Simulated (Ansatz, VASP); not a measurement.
One calculation of Li, two programs

The input INCAR:

```
SYSTEM = Li
PREC = Accurate
ENCUT = 520
EDIFF = 1E-6
ISMEAR = -1
SIGMA = 0.05
LREAL = .FALSE.
LASPH = .TRUE.
NELM = 60
ALGO = Normal
ISIF = 2
LWAVE = .FALSE.
LCHARG = .TRUE.
GGA = PE
LELF = .TRUE.
LVHAR = .TRUE.
NBANDS = 12
```

KPOINTS

```
regular mesh
0
G
  12 12 12
  0 0 0
```

The input POSCAR:

```
Li
1.0
    1.5039839967      0.8683255653      7.5883000000
   -1.5039839967      0.8683255653      7.5883000000
    0.0000000000     -1.7366511308      7.5883000000
Li
3
Direct
    0.0000000000      0.0000000000      0.0000000000
    0.2220000000      0.2220000000      0.2220000000
    0.7780000000      0.7780000000      0.7780000000
```

Input for Ansatz:

```yaml
crystal:
  lattice:
    - [1.5039839967, 0.8683255653, 7.5883]
    - [-1.5039839967, 0.8683255653, 7.5883]
    - [0.0, -1.7366511308, 7.5883]
  atoms:
    - { symbol: Li, position: [0.0, 0.0, 0.0] }
    - { symbol: Li, position: [0.222, 0.222, 0.222] }
    - { symbol: Li, position: [0.778, 0.778, 0.778] }
kpoints:
  mp_grid: { grid: [12, 12, 12] }
  band_path:
    path:
      - [0.0, 0.0, 0.0]
      - [0.5, 0.5, 0.5]
      - [0.8246039225, 0.1753960775, 0.5]
      - [0.5, -0.1753960775, 0.1753960775]
      - [0.5, 0.0, 0.0]
      - [0.0, 0.0, 0.0]
      - [0.3376980387, -0.3376980387, 0.0]
      - [0.6623019613, 0.0, 0.3376980387]
      - [0.5, 0.0, 0.5]
    npoints: 5
scf:
  occupations: { method: fermi_dirac, width: 0.05 }
hamiltonian:
  xc: pbe
  pseudopotentials: { kind: all_electron, lapw: { basis_error: 0.001 } }
output:
  forces: true
  stress: true
  eigenvalues: true
```

Change from the starting cell: equal xx and yy strain of -3 %.

Alike in both runs: task single point; functional PBE; k mesh 12 × 12 × 12; occupations fermi-dirac, width 0.05 eV; no spin polarisation.

|  | VASP | Ansatz |
| --- | --- | --- |
| version | VASP 6.6.1 | Ansatz 0.2.0 |
| potentials or method | VASP PAW PBE potentials, release 64 (Li_sv), cutoff 520 eV | all-electron LAPW, scalar-relativistic |

|  | VASP | Ansatz | Ansatz less VASP |
| --- | --- | --- | --- |
| rms of the force components (eV/Å) | 0.005 | 0.005 | -0.0002 |

Atom by atom the forces differ by 0.000 eV/Å (rms over components). Ansatz ran all-electron here, and VASP with PAW potentials.

Noted on VASP's run: the cutoff is under 1.25 times that of the potentials, so the pressure is a little rough.
